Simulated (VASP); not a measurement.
Runs of VASP 6.6.1 on Ta. The structure is that of space group P6/mmm (No. 191), or close to it. The cells are those of the table. 

```tsv
cell	k mesh	gap on the mesh (eV)	pressure (GPa)
a = 4.870, b = 4.870, c = 2.734 Å, angles 90.0, 90.0, 120.0°, 3 atoms	9 × 9 × 13	none	-7.0
a = 4.931, b = 4.931, c = 2.769 Å, angles 90.0, 90.0, 120.0°, 3 atoms	9 × 9 × 13	none	-13.0
a = 4.806, b = 4.806, c = 2.699 Å, angles 90.0, 90.0, 120.0°, 3 atoms	9 × 9 × 13	none	0.3
a = 4.991, b = 4.991, c = 2.803 Å, angles 90.0, 90.0, 120.0°, 3 atoms	9 × 9 × 13	none	-18.0
a = 4.606, b = 4.606, c = 2.586 Å, angles 90.0, 90.0, 120.0°, 3 atoms	9 × 9 × 13	none	(b)
a = 4.806, b = 4.806, c = 2.699 Å, angles 90.0, 90.0, 120.0°, 3 atoms	10 × 10 × 15	none	0.2
a = 4.741, b = 4.741, c = 2.662 Å, angles 90.0, 90.0, 120.0°, 3 atoms	9 × 9 × 13	none	(a)
a = 4.806, b = 4.806, c = 2.699 Å, angles 90.0, 90.0, 120.0°, 3 atoms	8 × 8 × 11	none	0.2
a = 4.675, b = 4.675, c = 2.625 Å, angles 90.0, 90.0, 120.0°, 3 atoms	9 × 9 × 13	none	19.7
```

Alike in all rows: task single point; level PBEsol; potentials or basis VASP PAW PBE potentials, release 64 (Ta_pv); no spin polarisation; cutoff (eV) 520; smearing fermi-dirac 0.1 eV.

**Question.** Fill in the values left out.

**Answer.** (a) 9.0; (b) 32.6.

Caveats: the PAW data sets were made with another functional, which shifts forces and pressure a little; spin-orbit coupling is left out, which moves the levels of the heavy elements.

A k mesh can miss the band edges, and the runs leave out spin-orbit coupling on Ta.

A gap of «none» marks levels without a gap at the run's occupations.
